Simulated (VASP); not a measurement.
Input of a VASP 6.6.1 run:

INCAR

```
PREC = Accurate
ENCUT = 520
EDIFF = 1E-7
ISMEAR = -1
SIGMA = 0.1
LREAL = False
LASPH = True
NELM = 60
ALGO = Normal
ISIF = 2
LWAVE = False
LCHARG = True
GGA = B5
ALDAX = 1.0
AGGAX = 1.0
AGGAC = 1.0
ALDAC = 0.0
LELF = True
LVHAR = True
NBANDS = 13
```

KPOINTS

```
regular mesh
0
Gamma
  19 19 19
```

The input POSCAR:

```
W
1.0
    2.6726720091      0.0000000000      0.0000000000
    0.0000000000      2.6726720091      0.0000000000
    0.0000000000      0.0000000000      2.6726720091
W
1
Direct
    0.0000000000      0.0000000000      0.0000000000
```

Potentials or basis: VASP PAW PBE potentials, release 64 (W_sv).

Launch:

```bash
$ cat potpaw_PBE.64/W_sv/POTCAR > POTCAR
$ mpirun -np 1 vasp_std > vasp.out
```

(1) What does it give for the band gap on the k mesh?

(2) What does it give for the pressure?

Answers

(1) zero (band 7 reaches 11.15 eV, above the bottom of band 8 at 8.56 eV).

(2) 1.8 GPa.

Caveat: the PAW data sets were made with another functional, which shifts forces and pressure a little; spin-orbit coupling is left out, which moves the levels of the heavy elements.
